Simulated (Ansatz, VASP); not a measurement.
One calculation of La, two programs

INCAR

```
SYSTEM = La
PREC = Accurate
ENCUT = 520
EDIFF = 1E-6
ISMEAR = -1
SIGMA = 0.08
LREAL = .False.
LASPH = .True.
NELM = 60
ALGO = Normal
ISIF = 2
LWAVE = .False.
LCHARG = .False.
GGA = PE
NBANDS = 12
```

File KPOINTS:

```
Automatic mesh
0
Gamma
  12 12 11
  0 0 0
```

File POSCAR:

```
La
1.0
    2.6281862592      0.0000000000      0.0000000000
   -1.3140931296      2.2760760664      0.0000000000
    0.0000000000      0.0000000000      2.4706029418
La
1
Direct
    0.0000000000      0.0000000000      0.0000000000
```

Input for Ansatz:

```yaml
crystal:
  lattice:
    - [2.6281862592, 0.0, 0.0]
    - [-1.3140931296, 2.2760760664, 0.0]
    - [0.0, 0.0, 2.4706029418]
  atoms:
    - { symbol: La, position: [0.0, 0.0, 0.0] }
kpoints:
  mp_grid: { grid: [12, 12, 11] }
scf:
  occupations: { method: fermi_dirac, width: 0.08 }
hamiltonian:
  xc: pbe
  pseudopotentials: { kind: paw, source: ansatz }
output:
  forces: true
  stress: true
  eigenvalues: true
```

Change from the starting cell: volume scaled by 0.4, PAW files, source ansatz.

Alike in both runs: task single point; functional PBE; k mesh 12 × 12 × 11; occupations fermi-dirac, width 0.08 eV; no spin polarisation.

|  | VASP | Ansatz |
| --- | --- | --- |
| version | VASP 6.6.1 | Ansatz 0.2.0 |
| potentials or method | VASP PAW PBE potentials, release 64 (La) | PAW with other files of Ansatz's library (source ansatz), scalar-relativistic |
| plane-wave cutoff (eV) | 520 | 600 |
| valence electrons in the cell | 11 | 11 |

VASP gave:

```
pressure (GPa)                                                : 168.0
traceless stress, the component that is largest in VASP (GPa) : -0.23
```

**Question.** What did Ansatz give for the same quantities?

**Answer.** Pressure (GPa): 168.6; traceless stress, the component that is largest in VASP (GPa): 0.04.

Both programs put the cell under a high pressure, so it lies far from rest at this level. With one functional, cell and mesh, what is left measures potentials, basis and numerics.

Spin-orbit coupling is off throughout. Noted on VASP's run: the cell as given lies far from equilibrium.
